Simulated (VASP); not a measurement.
Input of a VASP 6.6.1 run:

The input INCAR:

```
  PREC = Accurate
  ENCUT = 520
  EDIFF = 1E-6
  ISMEAR = 0
  SIGMA = 0.1
  LREAL = False
  LASPH = True
  NELM = 80
  ALGO = Normal
  ISIF = 2
  LWAVE = False
  LCHARG = True
  GGA = PE
  LELF = True
  LVHAR = True
  NBANDS = 22
```

The input KPOINTS:

```
Automatic mesh
0
Gamma
  12 12 6
```

POSCAR

```
Li2Br3
1.0
    4.0348657544      0.0000000000      0.0000000000
   -2.0174328772      3.4942962442      0.0000000000
    0.0000000000      0.0000000000      8.5341567376
Li Br
2 3
Direct
    0.3333333333      0.6666666667      0.2008049043
    0.6666666667      0.3333333333      0.7991950957
    0.0000000000      0.0000000000      0.0000000000
    0.3333333333      0.6666666667      0.6667255385
    0.6666666667      0.3333333333      0.3332744615
```

Potentials or basis: VASP PAW PBE potentials, release 64 (Li_sv, Br).

Command:

```bash
$ cat potpaw_PBE.64/Li_sv/POTCAR potpaw_PBE.64/Br/POTCAR > POTCAR
$ mpirun -np 1 vasp_std > vasp.out
```

(1) What does it give for the band gap on the k mesh?

## Answers

(1) zero (an odd number of electrons rules out a gap without spin polarisation).

Caveat: an odd number of electrons without spin polarisation forces a metal; a magnetic or distorted state may lie lower.
